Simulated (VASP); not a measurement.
# Sn8HO16 (a cell with a defect) in VASP: single point with PBE

Aim: the single point of Sn8HO16 (a cell with a defect) with PBE.

Everything below comes from runs of VASP 6.6.1. Logs are shortened: lines on timing, memory, paths and dates and some standing lists are left out, and cuts for length are marked.

### 1 The cell of the first run

The cell holds a defect, 25 atoms: a = 6.827 Å, b = 6.827 Å, c = 8.077 Å, α = 115.00°, β = 115.00°, γ = 90.00°.

### 2 Single point, PBE

File INCAR:

```
ALGO = Normal ; EDIFF = 1E-6
ENCUT = 520 ; GGA = PE
ISIF = 2 ; ISMEAR = 0
LASPH = True ; LCHARG = False
LREAL = Auto ; LWAVE = False
NBANDS = 122 ; NELECT = 208.0
NELM = 80 ; PREC = Accurate
SIGMA = 0.02
```

File KPOINTS:

```
k-points
0
Gamma
  3 3 3
```

File POSCAR:

```
Sn8HO16
1.0
   -4.8274195332     -4.8274195332      0.0000000000
    4.8274195332     -4.8274195332      0.0000000000
    0.0000000000      4.8274195332      6.4761384946
Sn O H
8 16 1
Direct
    0.5022917950      0.5013560984      0.0012146127
    0.7464614273      0.7430515310      0.5014529882
    0.9973189910      0.9950540128      0.0011333915
    0.2786113365      0.2600633318      0.5022895978
    0.1273443638      0.6252913484      0.2519396399
    0.3720191647      0.8772023134      0.7471308719
    0.6106205549      0.1185406800      0.2364483096
    0.8809706536      0.3731842507      0.7608429011
    0.1975246708      0.4991763068      0.0025044245
    0.4430632924      0.7459159842      0.5007258573
    0.6907601903     -0.0030875222     -0.0027108747
    0.9527261062      0.2084390238      0.4894422815
    0.1297661310      0.3182260305      0.2515346145
    0.3731114337      0.5703685798      0.7493734120
    0.6278680049      0.8195569587      0.2528086762
    0.8747621112      0.0640099126      0.7506431501
    0.8093535106      0.5011994358      0.0042567033
    0.0529013500      0.7605032016      0.4988145332
    0.2994136829     -0.0033515915     -0.0060106806
    0.5757770063      0.2518859525      0.5012968766
    0.1299907605      0.9355370722      0.2562505421
    0.3800589083      0.1846420829      0.7478153847
    0.6302718737      0.4280596994      0.2509569555
    0.8810822001      0.6720873131      0.7488596799
    0.9605746102      1.0523509716      0.4592060535
```

Potentials or basis: VASP PAW PBE potentials, release 64 (Sn_d, O, H).

On the command line:

```sh
> cat potpaw_PBE.64/Sn_d/POTCAR potpaw_PBE.64/O/POTCAR potpaw_PBE.64/H/POTCAR > POTCAR
> mpirun -np 1 vasp_std > vasp.out
```

OUTCAR:

```text
EDIFF = 1E-6
   ENCUT = 520
   GGA = PE
   ISIF = 2
   ISMEAR = 0
   LASPH = True
   LREAL = Auto
   NELECT = 208.0
   NELM = 80
   PREC = Accurate

 ion  position               nearest neighbor table
   1  0.502  0.501  0.001-   9 2.09  17 2.09  22 2.09  15 2.09  14 2.11  23 2.11   4 3.24   2 3.24
                             7 3.74   7 3.74   8 3.75
   2  0.746  0.743  0.501-  10 2.07  23 2.08  24 2.08  16 2.10  18 2.11  15 2.12   3 3.24   1 3.24
                             5 3.74   6 3.75
   3  0.997  0.995  0.001-  11 2.08  19 2.09  21 2.09  16 2.10  13 2.11  24 2.12   2 3.24   4 3.25
                             7 3.71   8 3.74   5 3.75
   4  0.279  0.260  0.502-  20 2.03  14 2.06  13 2.06  22 2.09  21 2.11  12 2.20   1 3.24   3 3.25
                             7 3.61   8 3.64   5 3.72   6 3.74
   5  0.127  0.625  0.252-  10 2.07  17 2.08   9 2.09  18 2.09  13 2.10  21 2.10   8 3.18   6 3.21
                             4 3.72   2 3.74   3 3.75
   6  0.372  0.877  0.747-  10 2.08  19 2.09  18 2.09  11 2.09  22 2.10  14 2.10   7 3.17   5 3.21
                             4 3.74   2 3.75
   7  0.611  0.119  0.236-  19 2.04  20 2.06  11 2.06  23 2.07  15 2.10  12 2.22   6 3.17   8 3.40
                             4 3.61   3 3.71   1 3.74   1 3.74
   8  0.881  0.373  0.761-  17 2.06   9 2.06  20 2.06  16 2.08  24 2.08  12 2.27   5 3.18   7 3.40
                             4 3.64   3 3.74   1 3.75
   9  0.198  0.499  0.003-   8 2.06   1 2.09   5 2.09
  10  0.443  0.746  0.501-   2 2.07   5 2.07   6 2.08
  11  0.691  0.997  0.997-   7 2.06   3 2.08   6 2.09
  12  0.953  0.208  0.489-  25 0.99   4 2.20   7 2.22   8 2.27
  13  0.130  0.318  0.252-   4 2.06   5 2.10   3 2.11
  14  0.373  0.570  0.749-   4 2.06   6 2.10   1 2.11
  15  0.628  0.820  0.253-   1 2.09   7 2.10   2 2.12
  16  0.875  0.064  0.751-   8 2.08   3 2.10   2 2.10
  17  0.809  0.501  0.004-   8 2.06   5 2.08   1 2.09
  18  0.053  0.761  0.499-   6 2.09   5 2.09   2 2.11
  19  0.299  0.997  0.994-   7 2.04   6 2.09   3 2.09
  20  0.576  0.252  0.501-   4 2.03   7 2.06   8 2.06
  21  0.130  0.936  0.256-   3 2.09   5 2.10   4 2.11
  22  0.380  0.185  0.748-   1 2.09   4 2.09   6 2.10
  23  0.630  0.428  0.251-   7 2.07   2 2.08   1 2.11
  24  0.881  0.672  0.749-   2 2.08   8 2.08   3 2.12
  25  0.961  0.052  0.459-  12 0.99

  LATTYP: Found a body centered tetragonal cell.
 ALAT       =     6.8270021751
 C/A-ratio  =     1.8972129577

  Lattice vectors:

 A1 = (  -4.8274195332,   0.0000000000,  -6.4761384946)
 A2 = (   4.8274195332,   0.0000000000,  -6.4761384946)
 A3 = (   0.0000000000,  -4.8274195332,   6.4761384946)

Analysis of symmetry for initial positions (statically):
=====================================================================
[... 169 lines left out ...]
   PSTRESS=    0.0 pullay stress
   NELECT =     208.0000    total number of electrons
   NUPDOWN=      -1.0000    fix difference up-down
   EMIN   =  10.00;   EMAX   =-10.00  energy-range for DOS
   EFERMI =   0.00;   METHOD = LEGACY
   ISMEAR =     0;   SIGMA  =   0.02  broadening in eV -4-tet -1-fermi 0-gaus
   EFERMI_NEDOS =   21; number of points for ismear=-14 and -15
   IALGO  =     38    algorithm
   IMIX   =      4    mixing-type and parameters
     AMIX     =   0.40;   BMIX     =  1.00
     AMIX_MAG =   1.60;   BMIX_MAG =  1.00
  volume/ion in A,a.u.               =      12.07        81.48
  Fermi-wavevector in a.u.,A,eV,Ry     =   1.446007  2.732558 28.448934  2.090938
  Thomas-Fermi vector in A             =   2.564125
   LORBIT       =      0    0 simple, 1 ext, 2 COOP (PROOUT), +10 PAW based schemes
   GGA     = PE    functional components
   LHFCALC =     F    Hartree Fock is set to
   AEXX    =    0.0000 exact exchange contribution
   IVDW    =     0    specifies the selected vdW correction
   LEPSILON=     F    determine dielectric tensor
   LRPA    =     F    only Hartree local field effects (RPA)
 non-spin polarized calculation
 Gauss-broadening in eV      SIGMA  =   0.02
  energy-cutoff  :      520.00
  volume of cell :      301.84
 maximum number of plane-waves:      8153
 NGX is ok and might be reduce to    54
   NGX = 25   NGY = 25   NGZ = 31

 number of electron     208.0000006 magnetization

 Free energy of the ion-electron system (eV)
  ---------------------------------------------------
  ext. energy  EPLUGINS =         0.00000000
  ---------------------------------------------------
  free energy    TOTEN  =      -159.86652824 eV

  energy without entropy =     -159.86652824  energy(sigma->0) =     -159.86652824

 E-fermi :   5.6243     XC(G=0): -10.9712

 val. band max:        5.5230481576   @ k =   0.0000   0.0000   0.0000
 cond. band min:       6.2407372657   @ k =   0.0000   0.0000   0.0000
 fundamental gap:      0.7176891081
 Fermi energy:         5.6242797475

 k-point     1 :       0.0000    0.0000    0.0000
  band No.  band energies     occupation
      1     -15.4748      2.00000
      2     -15.3332      2.00000
      3     -15.1232      2.00000
      4     -15.0996      2.00000
      5     -15.0369      2.00000
      6     -14.9976      2.00000
[... 1655 lines left out ...]
    115      13.4363      0.00000
    116      13.6127      0.00000
 [bands above 116 left out]

------------------------ aborting loop because EDIFF is reached ----------------------------------------

  FORCE on cell =-STRESS in cart. coord.  units (eV):
  Direction    XX          YY          ZZ          XY          YZ          ZX
  --------------------------------------------------------------------------------------
  -------------------------------------------------------------------------------------
  Total       -9.5681708     -7.4951324     -7.2997848      4.1325177      0.0808294     -0.6292411
  in kB      -50.7882548    -39.7844798    -38.7475664     21.9355785      0.4290460     -3.3400383
  external PRESSURE =     -43.1067670 kB  Pullay stress =       0.0000000 kB

 VOLUME and BASIS-vectors are now :
 -----------------------------------------------------------------------------
  energy-cutoff  :      520.00
  volume of cell :      301.84
      direct lattice vectors                 reciprocal lattice vectors
    -4.827419533 -4.827419533  0.000000000    -0.103575005 -0.103575005  0.077206502
     4.827419533 -4.827419533  0.000000000     0.103575005 -0.103575005  0.077206502
     0.000000000  4.827419533  6.476138495     0.000000000  0.000000000  0.154413004

 POSITION                                       TOTAL-FORCE (eV/Angst)
 -----------------------------------------------------------------------------------
     -0.00452     -4.83917      0.00787         0.002631     -0.000208     -0.017547
     -0.01646     -4.76978      3.24748        -0.004503      0.011640     -0.013731
     -0.01093     -9.61255      0.00734        -0.002092     -0.038941     -0.020651
     -0.08954     -0.17565      3.25290        -0.013242      0.016678     -0.042092
      2.40380     -2.41707      1.63160         0.010933     -0.020441     -0.020644
      2.43873     -2.42380      4.83852        -0.020097      0.005210     -0.003536
[... 17 lines left out ...]
     -1.00891     -3.88274      4.84972        -0.023066     -0.015567     -0.006759
     -4.38438     -2.67304      2.97388        -0.031085      0.272577      0.281307
 -----------------------------------------------------------------------------------
    total drift:                                0.014418     -0.022716     -0.003680

  FREE ENERGIE OF THE ION-ELECTRON SYSTEM (eV)
  ---------------------------------------------------
  free  energy   TOTEN  =      -159.8665282422 eV

  energy  without entropy=     -159.8665282422  energy(sigma->0) =     -159.86652824
```

Run time: 39 min. Hardware: 1 thread of Intel Xeon 8259CL, shared host; peak memory 0.62 GiB.

Results:

| Quantity | Value |
| --- | --- |
| Free energy | -159.8665 eV |
| Largest force | 0.393 eV/Å |

Forces on the atoms (eV/Å):
```
Sn   0.003  0.000 -0.018
Sn  -0.005  0.012 -0.014
Sn  -0.002 -0.039 -0.021
Sn  -0.013  0.017 -0.042
Sn   0.011 -0.020 -0.021
Sn  -0.020  0.005 -0.004
Sn  -0.007 -0.003  0.002
Sn   0.027 -0.019 -0.027
O   -0.037 -0.001 -0.006
O   -0.029  0.002 -0.012
O   -0.044 -0.005 -0.012
O    0.070 -0.016  0.080
O    0.049  0.008 -0.007
O    0.015  0.007 -0.035
O    0.011 -0.010  0.002
O    0.018 -0.007 -0.024
O    0.043  0.003  0.012
O    0.089 -0.057 -0.013
O    0.026 -0.007 -0.035
O    0.003 -0.030 -0.016
O   -0.086 -0.085 -0.035
O   -0.036 -0.002 -0.020
O   -0.032 -0.009 -0.012
O   -0.023 -0.016 -0.007
H   -0.031  0.273  0.281
```

Levels at points of the mesh, in eV from the Fermi level:
```
           k point  band 102  band 103  band 104  band 105  band 106  band 107
(0.00, 0.00, 0.00)     -0.73     -0.73     -0.10      0.62      4.35      4.47
```

Caveat: the cell carries a net charge on a neutralising background, which shifts energy and pressure; the cell is charged against a uniform background, so pressure and absolute levels hang on convention; spin-orbit coupling is left out, which moves the levels of the heavy elements.
